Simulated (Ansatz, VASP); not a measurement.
Ir3Ru2 in VASP and in Ansatz

```
Ru Ir
1.0
     1.35882    0.78451   11.10992
    -1.35882    0.78451   11.10992
     0.00000   -1.56903   11.10992
Ru Ir
2 3
Direct
  0.09995 0.09995 0.09995
  0.90006 0.90006 0.90006
  0.29885 0.29885 0.29885
  0.70115 0.70115 0.70115
  0.50000 0.50000 0.50000
```

Alike in both runs: task single point; functional PBE; k mesh 6 × 6 × 6; occupations gaussian, width 0.1 eV; collinear spin.

|  | VASP | Ansatz |
| --- | --- | --- |
| version | VASP 6.6.1 | Ansatz 0.2.0 |
| potentials or method | VASP PAW PBE potentials, release 64 (Ru_pv, Ir), cutoff 520 eV | scalar-relativistic, plane waves, PAW |
| valence electrons in the cell | 55 | 83 |

Ansatz gave:

```
gap on the k mesh at the Fermi level (eV)                     : none
pressure (GPa)                                                : 1.4
traceless stress, the component that is largest in VASP (GPa) : -3.25
rms of the force components (eV/Å)                            : 0.039
net moment per atom (μB)                                      : 0.00
```

Estimate VASP's values.

gap on the k mesh at the Fermi level (eV): none; pressure (GPa): 1.7; traceless stress, the component that is largest in VASP (GPa): -3.26; rms of the force components (eV/Å): 0.034; net moment per atom (μB): 0.00.

Atom by atom the forces differ by 0.008 eV/Å (rms over components). A gap of «none» marks a metal or a gap that the smearing closes. VASP's potentials hold 55 valence electrons a cell and Ansatz's 83, so a difference there can come from the potentials and not from the codes. Ansatz's warnings: seeded moment not kept.

The k mesh is coarse, so the values compare programs but aren't converged. Spin-orbit coupling is off throughout.
